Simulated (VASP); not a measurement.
Input of a VASP 6.6.1 run:

File INCAR:

```
PREC     = Accurate       # precision mode
ENCUT    = 520            # plane-wave cutoff, eV
EDIFF    = 1E-7           # SCF threshold, eV
ISMEAR   = -1             # smearing method
SIGMA    = 0.1            # smearing width, eV
LREAL    = F              # projectors in reciprocal space
LASPH    = T              # aspherical terms in the spheres
NELM     = 100            # most SCF steps
ALGO     = Normal         # electronic algorithm
ISIF     = 2              # what is computed and relaxed
LWAVE    = F              # write WAVECAR
LCHARG   = F              # write CHGCAR
GGA      = PE             # functional
NBANDS   = 16             # bands
```

File KPOINTS:

```
regular mesh
0
Gamma
  4 4 4
```

File POSCAR:

```
AlRu
1.0
    3.0000000000      0.0000000000      0.0000000000
    0.0000000000      3.0000000000      0.0000000000
    0.0000000000      0.0000000000      3.0000000000
Ru Al
1 1
Direct
    0.0115470054      0.0115470054      0.0115470054
    0.5000000000      0.5000000000      0.5000000000
```

Potentials or basis: VASP PAW PBE potentials, release 64 (Ru_pv, Al).

Run with:

```sh
$ cat potpaw_PBE.64/Ru_pv/POTCAR potpaw_PBE.64/Al/POTCAR > POTCAR
$ mpirun -np 1 vasp_std > vasp.out
```

Task: Estimate the largest force.

Result: 0.449 eV/Å.

Task: Predict the pressure.

Result: -1.1 GPa.

Task: Estimate the band gap on the k mesh.

Result: Zero (an odd number of electrons rules out a gap without spin polarisation).

Forces in eV/Å, atoms in the order of the input:
```
Ru  -0.259 -0.259 -0.259
Al   0.259  0.259  0.259
```

Caveat: the k points lie up to 0.52 Å⁻¹ apart, too coarse for converged energies and pressures of a metal.
